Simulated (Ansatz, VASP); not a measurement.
Ru in VASP and in Ansatz

```
Ru
1.0
     0.00000    1.95256    1.95256
     1.95256    0.00000    1.95256
     1.95256    1.95256    0.00000
Ru
1
Direct
  0.00000 0.00000 0.00000
```

Change from the starting cell: volume scaled by 1.06.

Alike in both runs: task single point; functional PBE; k mesh 16 × 16 × 16; occupations fermi-dirac, width 0.05 eV; no spin polarisation.

|  | VASP | Ansatz |
| --- | --- | --- |
| version | VASP 6.6.1 | Ansatz 0.2.0 |
| potentials or method | VASP PAW PBE potentials, release 64 (Ru_pv), cutoff 520 eV | all-electron LAPW, scalar-relativistic |

VASP gave:

| Item | Value |
| --- | --- |
| pressure (GPa) | -18.9 |

Task: What did Ansatz give for the same quantities?

Result: Pressure (GPa): -18.8.

Ansatz ran all-electron here, and VASP with PAW potentials.
